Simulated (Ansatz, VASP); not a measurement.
H: VASP beside Ansatz

```
H
1.0
     5.17025    0.00000    0.00000
    -2.58512    4.47757    0.00000
     0.00000    0.00000    3.84952
H
2
Direct
  0.33333 0.66667 0.25000
  0.66667 0.33333 0.75000
```

Alike in both runs: task single point; functional PBE; k mesh 3 × 3 × 4; collinear spin.

|  | VASP | Ansatz |
| --- | --- | --- |
| version | VASP 6.6.1 | Ansatz 0.2.0 |
| potentials or method | VASP PAW PBE potentials, release 64 (H), cutoff 500 eV | scalar-relativistic, plane waves, PAW |
| occupations | fermi-dirac, width 0.025852 eV | fermi-dirac |
| valence electrons in the cell | 2 | 2 |

VASP gave:

- gap on the k mesh at the Fermi level (eV): 6.61
- least direct gap on the mesh (eV): 7.32
- pressure (GPa): 0.1
- net moment per atom (μB): 1.00
- size of the moment on the site where the two differ most (μB): 0.38

**Question.** Estimate Ansatz's values.

**Answer.** gap on the k mesh at the Fermi level (eV): 6.61; least direct gap on the mesh (eV): 7.32; pressure (GPa): 0.1; net moment per atom (μB): 1.00; size of the moment on the site where the two differ most (μB): 0.94.

Site moments also hang on the region over which each program counts them. Ansatz's warnings: nearly empty spin channel levels not settled, published levels not confirmed, stability check not made.

The k mesh is coarse, so the values compare programs but aren't converged.
